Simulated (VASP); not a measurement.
Wanted: the native input for a VASP 6.6.1 run.

```yaml
Task: single point
Functional: PBEsol
Potentials_or_basis: VASP PAW PBE potentials, release 64 (Ga_d, N, Sc_sv)
Cutoff: 520 eV
k_mesh: 1 × 1 × 1, shifted
Occupations: fermi-dirac, width 0.05 eV
Spin: no spin polarisation
Dipole_correction: no
Further_INCAR_settings: LREAL = Auto; ALGO = Normal; EDIFF = 1e-06; NBANDS = 85; ISYM = -1
```

The structure of ScGa7N8 (a cell with a defect) lies in POSCAR:

```
ScGa7N8
1.0
    8.9962420000      0.0000000000      0.0000000000
    0.0000000000      4.4981210000      0.0000000000
    0.0000000000      0.0000000000      4.4981210000
Ga N Sc
7 8 1
Direct
    0.9979720000      0.9953510000      0.9941790000
    0.4792500000      0.9871150000      0.0054910000
    0.2308010000      0.5148800000      0.9812600000
    0.7676710000      0.4918760000      0.0026360000
    0.2492490000      0.9952000000      0.5145280000
    0.7435770000      0.0358130000      0.4930970000
    0.9959770000      0.4647230000      0.4930720000
    0.1203890000      0.2399440000      0.2412600000
    0.6107410000      0.2526600000      0.2847500000
    0.4006020000      0.7230920000      0.2770970000
    0.8961760000      0.7313750000      0.2822470000
    0.3735600000      0.2225280000      0.7570160000
    0.8619790000      0.2369410000      0.7644290000
    0.1176960000      0.7346440000      0.7713310000
    0.6275550000      0.7569420000      0.7352380000
    0.4844920000      0.5496960000      0.5045560000
```

One way to write it, as run:

INCAR

```
SYSTEM = ScGa7N8
PREC = Accurate ; ENCUT = 520
EDIFF = 1E-6 ; ISMEAR = -1
SIGMA = 0.05 ; LREAL = Auto
LASPH = .TRUE. ; NELM = 120
ALGO = Normal ; ISIF = 2
LWAVE = .FALSE. ; LCHARG = .FALSE.
GGA = PS ; ISYM = -1
NBANDS = 85 ; GGA_COMPAT = .FALSE.
```

KPOINTS

```
explicit points
1
Reciprocal
  0.25000000   0.25000000   0.25000000 1
```

Potentials or basis: VASP PAW PBE potentials, release 64 (Ga_d, N, Sc_sv).

Run with:

```console
$ cat potpaw_PBE.64/Ga_d/POTCAR potpaw_PBE.64/N/POTCAR potpaw_PBE.64/Sc_sv/POTCAR > POTCAR
$ mpirun -np 1 vasp_std > vasp.out
```

It gave:

```yaml
Pressure: 19.4 GPa
Largest_force: 26.166 eV/Å
```

Caveat: atoms lie so close that the PAW spheres overlap strongly, which falsifies energies and pressures; the PAW data sets were made with another functional, which shifts forces and pressure a little.

It took 40 s on 1 thread of AMD EPYC 9R45 96-Core Processor (Zen 5) (shared host), peak memory 0.26 GiB.
